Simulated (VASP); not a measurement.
## Al: single point with PBE

The system is Al.

```
CELL_PARAMETERS angstrom
4.58319 0.00000 0.00000
-2.29160 3.96916 0.00000
0.00000 0.00000 2.83754
ATOMIC_POSITIONS crystal
Al 0.00000 0.00000 0.00000
Al 0.33333 0.66667 0.50000
Al 0.66667 0.33333 0.50000
```

| Property | Result |
| --- | --- |
| Program | VASP 6.6.1 |
| Task | single point |
| Functional | PBE |
| Potentials or basis | VASP PAW PBE potentials, release 64 (Al) |
| Cutoff | 520 eV |
| k mesh | 8 × 8 × 11 |
| Occupations | fermi-dirac, width 0.08 eV |
| Spin | no spin polarisation |

The pressure is 0.0 GPa.

Levels at points of the mesh, in eV from the Fermi level:
```tsv
k point	band 1	band 2	band 3	band 4	band 5	band 6	band 7	band 8	band 9
(0.00, 0.00, 0.00)	-10.85	-2.02	-2.02	-1.92	-1.92	-1.23	-1.12	6.19	7.17
(0.50, 0.00, 0.00)	-8.54	-8.51	-4.16	-3.75	4.43	4.71	4.91	5.05	8.17
```

Run time: 51 s on 1 thread of Intel Xeon 6975P-C, with other jobs on the host, peak memory 0.18 GiB.
